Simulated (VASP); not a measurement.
# AlN: single point with PBE

Crystal: AlN.

```
Al N
1.0
     0.01009    2.01887    2.01887
     2.01887    0.01009    2.01887
     2.02896    2.02896    0.00000
Al N
1 1
Direct
  0.00000 0.00000 0.00000
  0.50000 0.50000 0.50000
```

This cell differs from its parent crystal: shear xy strain +1.0%.

* Program: VASP 6.6.1
* Task: single point
* Functional: PBE
* Potentials or basis: VASP PAW PBE potentials, release 64 (Al, N)
* Cutoff: 520 eV
* k mesh: 10 × 10 × 10
* Occupations: fermi-dirac, width 0.02 eV
* Spin: no spin polarisation
* Dipole correction: no
* Further INCAR settings: ALGO = Normal; EDIFF = 1e-06; NBANDS = 11

```yaml
Pressure: 6.1 GPa
Band_gap_on_the_k_mesh: 4.54 eV (least direct gap 5.66 eV)
```

Stress tensor (GPa, compression positive):
```
 6.15 -3.16  0.00
-3.16  6.15  0.00
 0.00  0.00  6.11
```

Levels at points of the mesh, in eV from the valence-band top:
```
           k point  band 1  band 2  band 3  band 4  band 5  band 6  band 7  band 8
(0.00, 0.00, 0.00)  -17.66   -0.14   -0.07    0.00    5.66   11.96   12.11   12.27
(0.50, 0.00, 0.00)  -14.36   -8.36   -1.22   -1.16    6.02   10.84   10.93   13.34
(0.50, 0.50, 0.00)  -13.40   -7.48   -2.98   -2.77    4.54    5.27   14.03   17.20
(0.00, 0.00, 0.50)  -14.41   -8.44   -1.15   -1.09    6.16   11.00   11.09   13.24
(0.50, 0.00, 0.50)  -13.40   -7.48   -2.88   -2.88    4.58    5.23   14.02   17.24
```

Run time: 12 s on 1 thread of Intel(R) Xeon(R) Platinum 8488C (Sapphire Rapids), with other jobs on the host, peak memory 0.15 GiB.

Caveat: the cell differs from its parent crystal (shear xy strain +1.0%); the cell stands under pressure; the structure was generated, so it needn't be the stable form of AlN. A k mesh can miss the band edges.
